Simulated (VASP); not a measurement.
# V (Im-3m) in VASP: notebook

Aim: see how the results for V move with the level of theory and the settings. Levels: PBE, PBEsol+D3(BJ). Tasks: single point.

Everything below comes from runs of VASP 6.6.1. Logs are shortened: lines on timing, memory, paths and dates and some standing lists are left out, and cuts for length are marked.

## Step 1: The cell of the first run

The structure is cubic, space group Im-3m (No. 229). Conventional cell: a = 3.026 Å, b = 3.026 Å, c = 3.026 Å, α = 90.00°, β = 90.00°, γ = 90.00°. V (site symmetry m-3m) has 14 V at 2.62 to 3.03 Å within 3.5 Å.

## Step 2: Single point, PBE, collinear spin, ferromagnetic start

Contents of INCAR:

```
PREC = Accurate ; ENCUT = 500
EDIFF = 1E-6 ; ISMEAR = -1
SIGMA = 0.023 ; LREAL = F
LASPH = T ; NELM = 200
ALGO = Normal ; ISIF = 2
LWAVE = F ; LCHARG = F
ISPIN = 2 ; MAGMOM = 0.51
LORBIT = 11 ; LMAXMIX = 4
GGA = PE ; NELECT = 14.0
NBANDS = 16 ; GGA_COMPAT = F
```

Contents of KPOINTS:

```
regular mesh
0
Gamma
  6 6 6
```

Contents of POSCAR:

```
V
1.0
   -1.5130000000      1.5130000000      1.5130000000
    1.5130000000     -1.5130000000      1.5130000000
    1.5130000000      1.5130000000     -1.5130000000
V
1
Direct
    0.0000000000      0.0000000000      0.0000000000
```

Potentials or basis: VASP PAW PBE potentials, release 64 (V_sv).

Launch:

```bash
> cat potpaw_PBE.64/V_sv/POTCAR > POTCAR
> mpirun -np 1 vasp_std > vasp.out
```

OUTCAR:

```text
PREC = Accurate
   ENCUT = 500
   EDIFF = 1E-6
   ISMEAR = -1
   LREAL = F
   LASPH = T
   NELM = 200
   ISIF = 2
   ISPIN = 2
   LORBIT = 11
   GGA = PE
   NELECT = 14.0

 ion  position               nearest neighbor table
   1  0.000  0.000  0.000-

  LATTYP: Found a body centered cubic cell.
 ALAT       =     3.0260000000

  Lattice vectors:

 A1 = (  -1.5130000000,   1.5130000000,   1.5130000000)
 A2 = (   1.5130000000,  -1.5130000000,   1.5130000000)
 A3 = (   1.5130000000,   1.5130000000,  -1.5130000000)

Analysis of symmetry for initial positions (statically):
=====================================================================
 Subroutine PRICEL returns:
 Original cell was already a primitive cell.

 Routine SETGRP: Setting up the symmetry group for a
 body centered cubic supercell.

 Subroutine GETGRP returns: Found 48 space group operations
 (whereof 48 operations were pure point group operations)
 out of a pool of 48 trial point group operations.

The static configuration has the point symmetry O_h .

Analysis of symmetry for dynamics (positions and initial velocities):
=====================================================================
 Subroutine PRICEL returns:
 Original cell was already a primitive cell.

 Routine SETGRP: Setting up the symmetry group for a
 body centered cubic supercell.

 Subroutine GETGRP returns: Found 48 space group operations
 (whereof 48 operations were pure point group operations)
 out of a pool of 48 trial point group operations.

The dynamic configuration has the point symmetry O_h .

Analysis of structural, dynamic, and magnetic symmetry:
=====================================================================
 Subroutine PRICEL returns:
 Original cell was already a primitive cell.

 Routine SETGRP: Setting up the symmetry group for a
 body centered cubic supercell.

 Subroutine GETGRP returns: Found 48 space group operations
 (whereof 48 operations were pure point group operations)
 out of a pool of 48 trial point group operations.

The overall configuration has the point symmetry O_h .

 Subroutine INISYM returns: Found 48 space group operations
 (whereof 48 operations are pure point group operations),
 and found     1 'primitive' translations

----------------------------------------------------------------------------------------

                                     Primitive cell

  volume of cell :      13.8541

  direct lattice vectors                    reciprocal lattice vectors
    -1.513000000  1.513000000  1.513000000     0.000000000  0.330469266  0.330469266
     1.513000000 -1.513000000  1.513000000     0.330469266  0.000000000  0.330469266
     1.513000000  1.513000000 -1.513000000     0.330469266  0.330469266  0.000000000

  length of vectors
     2.620592872  2.620592872  2.620592872     0.467354118  0.467354118  0.467354118

  position of ions in fractional coordinates (direct lattice)
     0.000000000  0.000000000  0.000000000

  ion indices of the primitive-cell ions
   primitive index   ion index
                 1           1

----------------------------------------------------------------------------------------

 KPOINTS: regular mesh

Automatic generation of k-mesh.
 Grid dimensions read from file:
 generate k-points for:    6    6    6

 Generating k-lattice:

  Cartesian coordinates                     Fractional coordinates (reciprocal lattice)
     0.000000000  0.055078211  0.055078211     0.166666667  0.000000000  0.000000000
     0.055078211  0.000000000  0.055078211     0.000000000  0.166666667  0.000000000
     0.055078211  0.055078211  0.000000000     0.000000000  0.000000000  0.166666667

  Length of vectors
     0.077892353  0.077892353  0.077892353

  Shift w.r.t. Gamma in fractional coordinates (k-lattice)
     0.000000000  0.000000000  0.000000000

 Subroutine IBZKPT returns following result:
 ===========================================

 Found     16 irreducible k-points:

 Following reciprocal coordinates:
            Coordinates               Weight
  0.000000  0.000000  0.000000      1.000000
  0.166667  0.000000  0.000000     12.000000
  0.333333  0.000000  0.000000     12.000000
  0.500000  0.000000  0.000000      6.000000
  0.166667  0.166667  0.000000     24.000000
  0.333333  0.166667  0.000000     48.000000
[... 8 lines left out ...]
  0.500000  0.500000  0.333333     12.000000
  0.500000  0.500000  0.500000      1.000000
   k-points           NKPTS =     16   k-points in BZ     NKDIM =     16   number of bands    NBANDS=     16
   number of dos      NEDOS =    301   number of ions     NIONS =      1
   total plane-waves  NPLWV =   8000
   dimension x,y,z NGX =    20 NGY =   20 NGZ =   20
   dimension x,y,z NGXF=    40 NGYF=   40 NGZF=   40
   ions per type =               1
   NGX,Y,Z   is equivalent  to a cutoff of  12.69, 12.69, 12.69 a.u.
   NGXF,Y,Z  is equivalent  to a cutoff of  25.38, 25.38, 25.38 a.u.
 SYSTEM =  unknown system
   PREC   = accura    normal or accurate (medium, high low for compatibility)
   ISTART =      0    job   : 0-new  1-cont  2-samecut
   ICHARG =      2    charge: 1-file 2-atom 10-const
   ISPIN  =      2    spin polarized calculation?
   LNONCOLLINEAR =      F non collinear calculations
   LSORBIT =      F    spin-orbit coupling
   LASPH  =      T    aspherical Exc in radial PAW
   ENCUT  =  500.0 eV  36.75 Ry    6.06 a.u.   4.78  4.78  4.78*2*pi/ulx,y,z
   NELM   =    200;   NELMIN=  2; NELMDL= -5     # of ELM steps
   EDIFF  = 0.1E-05   stopping-criterion for ELM
   LREAL  =      F    real-space projection
   EDIFFG = 0.1E-04   stopping-criterion for IOM
   NSW    =      0    number of steps for IOM
   IBRION =     -1    ionic relax: 0-MD 1-quasi-New 2-CG
   NFREE  =      0    steps in history (QN), initial steepest desc. (CG)
   ISIF   =      2    stress and relaxation
   ISYM   =      2    0-nonsym 1-usesym 2-fastsym
   POTIM  = 0.5000    time-step for ionic-motion
   TEBEG  =    0.0;   TEEND  =   0.0 temperature during run
   PSTRESS=    0.0 pullay stress
   NELECT =      14.0000    total number of electrons
   NUPDOWN=      -1.0000    fix difference up-down
   EMIN   =  10.00;   EMAX   =-10.00  energy-range for DOS
   EFERMI =   0.00;   METHOD = LEGACY
   ISMEAR =    -1;   SIGMA  =   0.02  broadening in eV -4-tet -1-fermi 0-gaus
   EFERMI_NEDOS =   21; number of points for ismear=-14 and -15
   IALGO  =     38    algorithm
   IMIX   =      4    mixing-type and parameters
     AMIX     =   0.40;   BMIX     =  1.00
     AMIX_MAG =   1.60;   BMIX_MAG =  1.00
  volume/ion in A,a.u.               =      13.85        93.49
  Fermi-wavevector in a.u.,A,eV,Ry     =   1.642827  3.104493 36.720514  2.698882
  Thomas-Fermi vector in A             =   2.733064
   LORBIT       =     11    0 simple, 1 ext, 2 COOP (PROOUT), +10 PAW based schemes
   GGA     = PE    functional components
   LHFCALC =     F    Hartree Fock is set to
   AEXX    =    0.0000 exact exchange contribution
   IVDW    =     0    specifies the selected vdW correction
   LEPSILON=     F    determine dielectric tensor
   LRPA    =     F    only Hartree local field effects (RPA)
 spin polarized calculation
  energy-cutoff  :      500.00
  volume of cell :       13.85
 maximum number of plane-waves:       370
   NGX =  9   NGY =  9   NGZ =  9

 number of electron      13.9999995 magnetization      -0.0005152

 number of electron      13.9999995 magnetization       0.0109275

 Free energy of the ion-electron system (eV)
  ---------------------------------------------------
  ext. energy  EPLUGINS =         0.00000000
  ---------------------------------------------------
  free energy    TOTEN  =         0.83585440 eV

  energy without entropy =        0.83834525  energy(sigma->0) =        0.83709982

 E-fermi :  10.8898     XC(G=0): -13.3963

 val. band max:       10.8828763493   @ k =   0.1667   0.0000   0.0000
 cond. band min:      11.0244668325   @ k =  -0.3333   0.3333   0.1667
 fundamental gap:      0.1415904833
 Fermi energy:        10.8898483075

 spin component 1

 k-point     1 :       0.0000    0.0000    0.0000
  band No.  band energies     occupation
      1     -53.5235      1.00000
      2     -26.8557      1.00000
      3     -26.8557      1.00000
      4     -26.8557      1.00000
      5       2.1046      1.00000
      6      10.0733      1.00000
[... 8 lines left out ...]
     15      35.7514      0.00000
     16      40.2926      0.00000

 k-point     2 :       0.1667    0.0000    0.0000
  band No.  band energies     occupation
      1     -53.4757      1.00000
      2     -27.0921      1.00000
      3     -26.9273      1.00000
      4     -26.8575      1.00000
      5       3.1598      1.00000
      6       9.6002      1.00000
[... 8 lines left out ...]
     15      35.1786      0.00000
     16      35.6102      0.00000
[... 234 lines left out ...]
      4     -27.3261      1.00000
      5       6.7839      1.00000
      6       6.8812      1.00000
[... 8 lines left out ...]
     15      32.9385      0.00000
     16      39.4587      0.00000

 k-point    16 :       0.5000    0.5000    0.5000
  band No.  band energies     occupation
      1     -53.1978      1.00000
      2     -27.4745      1.00000
      3     -27.4745      1.00000
      4     -27.4745      1.00000
      5       6.2806      1.00000
      6       6.2806      1.00000
[... 8 lines left out ...]
     15      30.1823      0.00000
     16      40.5074      0.00000
 Fermi energy:        10.8898483075

 spin component 2

 k-point     1 :       0.0000    0.0000    0.0000
  band No.  band energies     occupation
      1     -53.5132      1.00000
      2     -26.8455      1.00000
      3     -26.8455      1.00000
      4     -26.8455      1.00000
      5       2.1071      1.00000
      6      10.0861      1.00000
[... 8 lines left out ...]
     15      35.7494      0.00000
     16      40.3023      0.00000

 k-point     2 :       0.1667    0.0000    0.0000
  band No.  band energies     occupation
      1     -53.4654      1.00000
      2     -27.0820      1.00000
      3     -26.9172      1.00000
      4     -26.8473      1.00000
      5       3.1623      1.00000
      6       9.6125      1.00000
[... 8 lines left out ...]
     15      35.1866      0.00000
     16      35.6155      0.00000
[... 235 lines left out ...]
      5       6.7861      1.00000
      6       6.8832      1.00000
[... 8 lines left out ...]
     15      32.9411      0.00000
     16      39.4692      0.00000

 k-point    16 :       0.5000    0.5000    0.5000
  band No.  band energies     occupation
      1     -53.1875      1.00000
      2     -27.4643      1.00000
      3     -27.4643      1.00000
      4     -27.4643      1.00000
      5       6.2825      1.00000
      6       6.2825      1.00000
[... 8 lines left out ...]
     15      30.1846      0.00000
     16      40.5199      0.00000

------------------------ aborting loop because EDIFF is reached ----------------------------------------

  FORCE on cell =-STRESS in cart. coord.  units (eV):
  Direction    XX          YY          ZZ          XY          YZ          ZX
  --------------------------------------------------------------------------------------
  -------------------------------------------------------------------------------------
  Total       12.1010790     12.1010790     12.1010790      0.0000000     -0.0000000     -0.0000000
  in kB     1399.4516595   1399.4516595   1399.4516595      0.0000000     -0.0000000     -0.0000000
  external PRESSURE =    1399.4516595 kB  Pullay stress =       0.0000000 kB

 VOLUME and BASIS-vectors are now :
 -----------------------------------------------------------------------------
  energy-cutoff  :      500.00
  volume of cell :       13.85
      direct lattice vectors                 reciprocal lattice vectors
    -1.513000000  1.513000000  1.513000000     0.000000000  0.330469266  0.330469266
     1.513000000 -1.513000000  1.513000000     0.330469266  0.000000000  0.330469266
     1.513000000  1.513000000 -1.513000000     0.330469266  0.330469266  0.000000000

 POSITION                                       TOTAL-FORCE (eV/Angst)
 -----------------------------------------------------------------------------------
      0.00000      0.00000      0.00000        -0.000000      0.000000      0.000000
 -----------------------------------------------------------------------------------
    total drift:                                0.000000     -0.000000      0.000000

  FREE ENERGIE OF THE ION-ELECTRON SYSTEM (eV)
  ---------------------------------------------------
  free  energy   TOTEN  =         0.8358544033 eV

  energy  without entropy=        0.8383452455  energy(sigma->0) =        0.83709982

 total charge

# of ion       s       p       d       tot
------------------------------------------
    1        2.347   6.334   3.591  12.272

 magnetization (x)

# of ion       s       p       d       tot
------------------------------------------
    1        0.000   0.000   0.010   0.010
```

Run time: 23 s. Hardware: 1 thread of AMD EPYC 7R13, shared host; peak memory 0.1 GiB.

Results:

* Free energy: 0.8359 eV
* Net moment: 0.01 μB per cell
* Valence electrons inside the program's atomic spheres: V 12.27

Caveat: the k points lie up to 0.49 Å⁻¹ apart; the cell carries a net charge on a neutralising background, which shifts energy and pressure; the cell is charged against a uniform background, so pressure and absolute levels hang on convention.

(Part 1 of 2 ends here.)
